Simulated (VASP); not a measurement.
# TePb in VASP: single point with PBEsol

Aim: the single point of TePb with PBEsol.

Program: VASP 6.6.1. These are calculated values, not measurements. Logs are shortened: lines on timing, memory, paths and dates and some standing lists are left out, and cuts for length are marked.

## 1. The cell of the first run

The cell holds a disordered packing, 8 atoms: a = 6.094 Å, b = 5.331 Å, c = 8.024 Å, α = 100.81°, β = 91.22°, γ = 73.98°.

## 2. Single point, PBEsol

Contents of POSCAR:

```
TePb
1.0
    6.0717300000     -0.3664740000      0.3695060000
    1.7924070000      5.0156110000     -0.2164610000
   -0.7142070000     -1.0015470000      7.9289050000
Te Pb
4 4
Direct
    0.3113260000      0.2093670000      0.9386180000
    0.8486270000      0.4241800000      0.4635700000
    0.0955180000      0.7454340000      0.8395520000
    0.9062830000      0.8963590000      0.2028660000
    0.6805670000      0.0284380000      0.6414440000
    0.4130090000      0.2369310000      0.3217110000
    0.2449090000      0.8405570000      0.4988450000
    0.7645090000      0.3922290000      0.0094480000
```

Contents of INCAR.step1:

```
SYSTEM = TePb
PREC = Accurate
ENCUT = 520
EDIFF = 1E-6
ISMEAR = -1
SIGMA = 0.1
LREAL = .FALSE.
LASPH = .TRUE.
NELM = 80
ALGO = Normal
ISIF = 2
LWAVE = .FALSE.
LCHARG = .TRUE.
GGA = PS
NBANDS = 50
```

Contents of KPOINTS.step1:

```
Automatic mesh
0
Gamma
  3 4 3
  0.5 0 0
```

Contents of INCAR.step2:

```
SYSTEM = TePb
PREC = Accurate
ENCUT = 520
EDIFF = 1E-6
ISMEAR = -5
SIGMA = 0.1
LREAL = .FALSE.
LASPH = .TRUE.
NELM = 80
ALGO = Normal
ISIF = 2
LWAVE = .FALSE.
LCHARG = .FALSE.
GGA = PS
LORBIT = 10
NEDOS = 2001
ICHARG = 11
```

Contents of KPOINTS.step2:

```
Automatic mesh
0
G
  5 6 5
  0 0 0
```

Potentials or basis: VASP PAW PBE potentials, release 64 (Te, Pb_d).

The run is started by

```sh
$ cat potpaw_PBE.64/Te/POTCAR potpaw_PBE.64/Pb_d/POTCAR > POTCAR
$ cp INCAR.step1 INCAR
$ cp KPOINTS.step1 KPOINTS
$ mpirun -np 1 vasp_std > vasp.out
$ cp INCAR.step2 INCAR
$ cp KPOINTS.step2 KPOINTS
$ mpirun -np 1 vasp_std > vasp.out
```

OUTCAR:

```text
SYSTEM = TePb
   PREC = Accurate
   ENCUT = 520
   EDIFF = 1E-6
   ISMEAR = -5
   LREAL = .FALSE.
   LASPH = .TRUE.
   NELM = 80
   ISIF = 2
   GGA = PS
   LORBIT = 10
   ICHARG = 11

 ion  position               nearest neighbor table
   1  0.311  0.209  0.939-   3 3.04   3 3.08   6 3.11   5 3.14   8 3.18   8 3.23   7 3.78
   2  0.849  0.424  0.464-   4 3.11   5 3.15   5 3.16   6 3.20   7 3.43   6 3.46   8 3.65   4 3.65
                             7 3.68   7 3.72
   3  0.096  0.745  0.840-   4 3.04   1 3.04   7 3.07   1 3.08   5 3.13   8 3.51   8 3.56
   4  0.906  0.896  0.203-   3 3.04   2 3.11   6 3.11   7 3.12   8 3.17   8 3.22   2 3.65   5 3.68

   5  0.681  0.028  0.641-   3 3.13   1 3.14   2 3.15   2 3.16   7 3.20   6 3.22   8 3.33   7 3.46
                             4 3.68
   6  0.413  0.237  0.322-   1 3.11   4 3.11   7 3.15   7 3.15   2 3.20   5 3.22   2 3.46   8 3.68

   7  0.245  0.841  0.499-   3 3.07   4 3.12   6 3.15   6 3.15   5 3.20   2 3.43   5 3.46   2 3.68
                             2 3.72   1 3.78
   8  0.765  0.392  0.009-   4 3.17   1 3.18   4 3.22   1 3.23   5 3.33   3 3.51   3 3.56   2 3.65
                             6 3.68

  LATTYP: Found a triclinic cell.
 ALAT       =     6.0939923753
 B/A-ratio  =     1.6363440878
 C/A-ratio  =     0.8747401188
 COS(alpha) =     0.0177798724
 COS(beta)  =     0.2759715855
 COS(gamma) =     0.5940099866

  Lattice vectors:

 A1 = (  -6.0717300000,   0.3664740000,  -0.3695060000)
 A2 = (  -5.3575230000,   1.3680210000,  -8.2984110000)
 A3 = (  -1.7924070000,  -5.0156110000,   0.2164610000)

Analysis of symmetry for initial positions (statically):
=====================================================================
 Subroutine PRICEL returns:
 Original cell was already a primitive cell.

 Routine SETGRP: Setting up the symmetry group for a
 triclinic supercell.

 Subroutine GETGRP returns: Found  1 space group operations
 (whereof  1 operations were pure point group operations)
 out of a pool of  2 trial point group operations.

The static configuration has the point symmetry C_1 .

Analysis of symmetry for dynamics (positions and initial velocities):
=====================================================================
 Subroutine PRICEL returns:
 Original cell was already a primitive cell.

 Routine SETGRP: Setting up the symmetry group for a
 triclinic supercell.

 Subroutine GETGRP returns: Found  1 space group operations
 (whereof  1 operations were pure point group operations)
 out of a pool of  2 trial point group operations.

The dynamic configuration has the point symmetry C_1 .

 Subroutine INISYM returns: Found  1 space group operations
 (whereof  1 operations are pure point group operations),
 and found     1 'primitive' translations

----------------------------------------------------------------------------------------

                                     Primitive cell

  volume of cell :     245.9580

  direct lattice vectors                    reciprocal lattice vectors
     6.071730000 -0.366474000  0.369506000     0.160805946 -0.057152959  0.007265487
     1.792407000  5.015611000 -0.216461000     0.010309321  0.196806268  0.025788393
    -0.714207000 -1.001547000  7.928905000    -0.007212496  0.008036323  0.126486260

  length of vectors
     6.093992375  5.330659614  8.023759875     0.170815105  0.198756208  0.126946353

  position of ions in fractional coordinates (direct lattice)
     0.311326000  0.209367000  0.938618000
     0.848627000  0.424180000  0.463570000
     0.095518000  0.745434000  0.839552000
     0.906283000  0.896359000  0.202866000
     0.680567000  0.028438000  0.641444000
     0.413009000  0.236931000  0.321711000
     0.244909000  0.840557000  0.498845000
     0.764509000  0.392229000  0.009448000

  ion indices of the primitive-cell ions
   primitive index   ion index
                 1           1
                 2           2
                 3           3
                 4           4
                 5           5
                 6           6
                 7           7
                 8           8

----------------------------------------------------------------------------------------

 KPOINTS: Automatic mesh

Automatic generation of k-mesh.
 Grid dimensions read from file:
 generate k-points for:    5    6    5

 Generating k-lattice:

  Cartesian coordinates                     Fractional coordinates (reciprocal lattice)
     0.032161189 -0.011430592  0.001453097     0.200000000 -0.000000000  0.000000000
     0.001718220  0.032801045  0.004298065    -0.000000000  0.166666667  0.000000000
    -0.001442499  0.001607265  0.025297252     0.000000000 -0.000000000  0.200000000

  Length of vectors
     0.034163021  0.033126035  0.025389271

  Shift w.r.t. Gamma in fractional coordinates (k-lattice)
     0.000000000  0.000000000  0.000000000

 TETIRR: Found    448 inequivalent tetrahedra from      900

 Subroutine IBZKPT returns following result:
 ===========================================

 Found     76 irreducible k-points:

 Following reciprocal coordinates:
            Coordinates               Weight
  0.000000  0.000000  0.000000      1.000000
  0.200000  0.000000 -0.000000      2.000000
  0.400000  0.000000 -0.000000      2.000000
  0.000000  0.166667  0.000000      2.000000
  0.200000  0.166667  0.000000      2.000000
  0.400000  0.166667  0.000000      2.000000
[... 16 lines left out ...]
  0.200000  0.166667  0.200000      2.000000
  0.400000  0.166667  0.200000      2.000000
 [... further k-points ...]
   k-points           NKPTS =     76   k-points in BZ     NKDIM =     76   number of bands    NBANDS=     48
   number of dos      NEDOS =   2001   number of ions     NIONS =      8
   total plane-waves  NPLWV = 115200
   dimension x,y,z NGX =    48 NGY =   40 NGZ =   60
   dimension x,y,z NGXF=    96 NGYF=   80 NGZF=  120
   ions per type =               4   4
   NGX,Y,Z   is equivalent  to a cutoff of  13.09, 12.47, 12.43 a.u.
   NGXF,Y,Z  is equivalent  to a cutoff of  26.19, 24.95, 24.86 a.u.
 SYSTEM =  TePb
   PREC   = accura    normal or accurate (medium, high low for compatibility)
   ISTART =      0    job   : 0-new  1-cont  2-samecut
   ICHARG =     11    charge: 1-file 2-atom 10-const
   ISPIN  =      1    spin polarized calculation?
   LNONCOLLINEAR =      F non collinear calculations
   LSORBIT =      F    spin-orbit coupling
   LASPH  =      T    aspherical Exc in radial PAW
   ENCUT  =  520.0 eV  38.22 Ry    6.18 a.u.  11.33  9.91 14.92*2*pi/ulx,y,z
   NELM   =     80;   NELMIN=  2; NELMDL=  0     # of ELM steps
   EDIFF  = 0.1E-05   stopping-criterion for ELM
   LREAL  =      F    real-space projection
   EDIFFG = 0.1E-04   stopping-criterion for IOM
   NSW    =      0    number of steps for IOM
   IBRION =     -1    ionic relax: 0-MD 1-quasi-New 2-CG
   NFREE  =      0    steps in history (QN), initial steepest desc. (CG)
   ISIF   =      2    stress and relaxation
   ISYM   =      2    0-nonsym 1-usesym 2-fastsym
   POTIM  = 0.5000    time-step for ionic-motion
   TEBEG  =    0.0;   TEEND  =   0.0 temperature during run
   PSTRESS=    0.0 pullay stress
   NELECT =      80.0000    total number of electrons
   NUPDOWN=      -1.0000    fix difference up-down
   EMIN   =  10.00;   EMAX   =-10.00  energy-range for DOS
   EFERMI =   0.00;   METHOD = LEGACY
   ISMEAR =    -5;   SIGMA  =   0.10  broadening in eV -4-tet -1-fermi 0-gaus
   EFERMI_NEDOS =   21; number of points for ismear=-14 and -15
   IALGO  =     38    algorithm
   IMIX   =      4    mixing-type and parameters
     AMIX     =   0.40;   BMIX     =  1.00
     AMIX_MAG =   1.60;   BMIX_MAG =  1.00
  volume/ion in A,a.u.               =      30.74       207.48
  Fermi-wavevector in a.u.,A,eV,Ry     =   1.125860  2.127568 17.246221  1.267561
  Thomas-Fermi vector in A             =   2.262539
   LORBIT       =     10    0 simple, 1 ext, 2 COOP (PROOUT), +10 PAW based schemes
   GGA     = PS    functional components
   LHFCALC =     F    Hartree Fock is set to
   AEXX    =    0.0000 exact exchange contribution
   IVDW    =     0    specifies the selected vdW correction
   LEPSILON=     F    determine dielectric tensor
   LRPA    =     F    only Hartree local field effects (RPA)
 non-spin polarized calculation
 Fermi weights with tetrahedron method with Bloechl corrections
  energy-cutoff  :      520.00
  volume of cell :      245.96
 maximum number of plane-waves:      6650
 NGX is ok and might be reduce to    48

 number of electron      80.0000002 magnetization

 Free energy of the ion-electron system (eV)
  ---------------------------------------------------
  ext. energy  EPLUGINS =         0.00000000
  ---------------------------------------------------
  free energy    TOTEN  =       -29.38012808 eV

  energy without entropy =      -29.38012808  energy(sigma->0) =      -29.38012808

 E-fermi :   7.1173     XC(G=0):  -9.8924

 val. band max:        7.1570237350   @ k =  -0.2000   0.5000   0.4000
 cond. band min:       7.0669188658   @ k =  -0.2000   0.1667   0.0000
 fundamental gap:     -0.0901048692
 Fermi energy:         7.1172707212

 k-point     1 :       0.0000    0.0000    0.0000
  band No.  band energies     occupation
      1     -10.2444      2.00000
      2     -10.2088      2.00000
      3     -10.1983      2.00000
      4     -10.1843      2.00000
      5     -10.1724      2.00000
      6     -10.1591      2.00000
[... 40 lines left out ...]
     47       9.8719      0.00000
     48      10.4969      0.00000

 k-point     2 :       0.2000    0.0000   -0.0000
  band No.  band energies     occupation
      1     -10.2451      2.00000
      2     -10.2107      2.00000
      3     -10.1989      2.00000
      4     -10.1875      2.00000
      5     -10.1763      2.00000
      6     -10.1579      2.00000
[... 40 lines left out ...]
     47       9.7386      0.00000
     48       9.9787      0.00000

 k-point     3 :       0.4000    0.0000   -0.0000
  band No.  band energies     occupation
      1     -10.2516      2.00000
      2     -10.2135      2.00000
      3     -10.2026      2.00000
      4     -10.1846      2.00000
      5     -10.1773      2.00000
      6     -10.1561      2.00000
[... 40 lines left out ...]
     47       9.3208      0.00000
     48       9.5446      0.00000

 k-point     4 :       0.0000    0.1667    0.0000
  band No.  band energies     occupation
      1     -10.2508      2.00000
      2     -10.2094      2.00000
      3     -10.2058      2.00000
      4     -10.1906      2.00000
      5     -10.1692      2.00000
      6     -10.1592      2.00000
[... 958 lines left out ...]
     47       9.9663      0.00000
     48      10.1846      0.00000

 k-point    23 :       0.2000    0.1667    0.2000
  band No.  band energies     occupation
      1     -10.2558      2.00000
      2     -10.2123      2.00000
      3     -10.2038      2.00000
      4     -10.1907      2.00000
      5     -10.1702      2.00000
      6     -10.1559      2.00000
[... 40 lines left out ...]
     47       9.9154      0.00000
     48      10.2114      0.00000

 k-point    24 :       0.4000    0.1667    0.2000
  band No.  band energies     occupation
      1     -10.2593      2.00000
      2     -10.2184      2.00000
      3     -10.2006      2.00000
      4     -10.1940      2.00000
      5     -10.1659      2.00000
      6     -10.1577      2.00000
[... 40 lines left out ...]
     47       9.5806      0.00000
     48       9.9025      0.00000

 [... further k-points ...]

------------------------ aborting loop because EDIFF is reached ----------------------------------------

  FORCE on cell =-STRESS in cart. coord.  units (eV):
  Direction    XX          YY          ZZ          XY          YZ          ZX
  --------------------------------------------------------------------------------------
  -------------------------------------------------------------------------------------
  Total        6.1714458      6.6391434      7.4054109      1.8269502      1.0626544      0.3181973
  in kB       40.2009731     43.2475686     48.2390565     11.9008056      6.9221612      2.0727466
  external PRESSURE =      43.8958660 kB  Pullay stress =       0.0000000 kB

 VOLUME and BASIS-vectors are now :
 -----------------------------------------------------------------------------
  energy-cutoff  :      520.00
  volume of cell :      245.96
      direct lattice vectors                 reciprocal lattice vectors
     6.071730000 -0.366474000  0.369506000     0.160805946 -0.057152959  0.007265487
     1.792407000  5.015611000 -0.216461000     0.010309321  0.196806268  0.025788393
    -0.714207000 -1.001547000  7.928905000    -0.007212496  0.008036323  0.126486260

 POSITION                                       TOTAL-FORCE (eV/Angst)
 -----------------------------------------------------------------------------------
      1.59519     -0.00406      7.51193        -0.194109     -0.115117      0.328873
      5.58185      1.35223      3.89736         0.215008      0.586048      0.542297
      1.31647      2.86295      6.53067        -0.039501     -0.393474     -0.448119
      6.96446      3.96048      1.74936        -0.204730     -0.119183     -0.295746
      3.72507     -0.74921      5.33127         0.317335     -0.086662      0.158442
      2.70259      0.71479      2.65214        -0.257081      0.268328     -0.440716
      2.63736      3.62654      3.86384        -0.159520     -0.202511     -0.089871
      5.33818      1.67763      0.27250         0.322598      0.062572      0.244840
 -----------------------------------------------------------------------------------
    total drift:                                0.000459     -0.003596     -0.000652

  FREE ENERGIE OF THE ION-ELECTRON SYSTEM (eV)
  ---------------------------------------------------
  free  energy   TOTEN  =       -29.3801280802 eV

  energy  without entropy=      -29.3801280802  energy(sigma->0) =      -29.38012808

 total charge

# of ion       s       p       d       tot
------------------------------------------
    1        1.420   1.892   0.042   3.354
    2        1.420   1.873   0.038   3.332
    3        1.439   1.852   0.053   3.344
    4        1.422   1.896   0.047   3.365
    5        1.408   0.750   9.825  11.982
    6        1.403   0.751   9.823  11.977
    7        1.402   0.749   9.822  11.974
    8        1.423   0.647   9.824  11.894
--------------------------------------------------
tot         11.337  10.411  39.474  61.222
```

It took 21 min on 1 thread of Intel Xeon 8259CL, shared host; peak memory 0.78 GiB.

What came out:

| Property | Result |
| --- | --- |
| Valence electrons inside the program's atomic spheres | Te 3.35, 3.33, 3.34, 3.37; Pb 11.98, 11.97, 11.89 (each value once) |

Levels at points of the mesh, in eV from the Fermi level:
```csv
k point,band 38,band 39,band 40,band 41,band 42,band 43
"(0.00, 0.00, 0.00)",-1.65,-1.13,-0.62,0.19,0.70,0.73
"(0.00, 0.50, 0.00)",-1.30,-0.53,-0.11,0.45,1.01,1.23
```

Caveat: the PAW data sets were made with another functional, which shifts forces and pressure a little; spin-orbit coupling is left out, which moves the levels of the heavy elements; tetrahedron occupations give inexact forces and stress in metals.
